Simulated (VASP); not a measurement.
Wanted: the native input for a VASP 6.6.1 run.

```
Task                   : single point
Functional             : LDA
Potentials or basis    : VASP PAW LDA potentials, release 64 (La, Al, Ge_d)
Cutoff                 : 500 eV
k mesh                 : 6 × 6 × 4
Occupations            : methfessel-paxton, width 0.15 eV
Spin                   : no spin polarisation
Dipole correction      : no
Further INCAR settings : ALGO = Normal; EDIFF = 1e-06; NBANDS = 30
```

The structure of LaAl2Ge2 lies in POSCAR:

```
LaAl2Ge2
1.0
    4.2970000000      0.0000000000      0.0000000000
   -2.1485000000      3.7213110000      0.0000000000
    0.0000000000      0.0000000000      7.0130000000
La Al Ge
1 2 2
Direct
    0.0000000000      0.0000000000      0.0000000000
    0.3333333333      0.6666666667      0.6387000000
    0.6666666667      0.3333333333      0.3613000000
    0.3333333333      0.6666666667      0.2719200000
    0.6666666667      0.3333333333      0.7280800000
```

One way to write it, as run:

INCAR

```
ALGO = Normal
EDIFF = 1E-6
ENCUT = 500
GGA = CA
GGA_COMPAT = False
ISIF = 2
ISMEAR = 1
LASPH = True
LCHARG = True
LELF = True
LMAXMIX = 6
LREAL = False
LVHAR = True
LWAVE = False
NBANDS = 30
NELM = 200
PREC = Accurate
SIGMA = 0.15
```

KPOINTS

```
k-points
0
Gamma
  6 6 4
```

Potentials or basis: VASP PAW LDA potentials, release 64 (La, Al, Ge_d).

The run is started by

```console
$ cat potpaw_LDA.64/La/POTCAR potpaw_LDA.64/Al/POTCAR potpaw_LDA.64/Ge_d/POTCAR > POTCAR
$ mpirun -np 1 vasp_std > vasp.out
```

It gave:

* Pressure: -3.0 GPa
* Largest force: 0.118 eV/Å
* Band gap on the k mesh: zero (an odd number of electrons rules out a gap without spin polarisation)

Caveat: the cell stands under tension; spin-orbit coupling is left out, which moves the levels of the heavy elements.

Wall time 61 s on 1 thread of AMD EPYC 7R13 Processor (Zen 3), with other jobs on the host, peak memory 0.21 GiB.
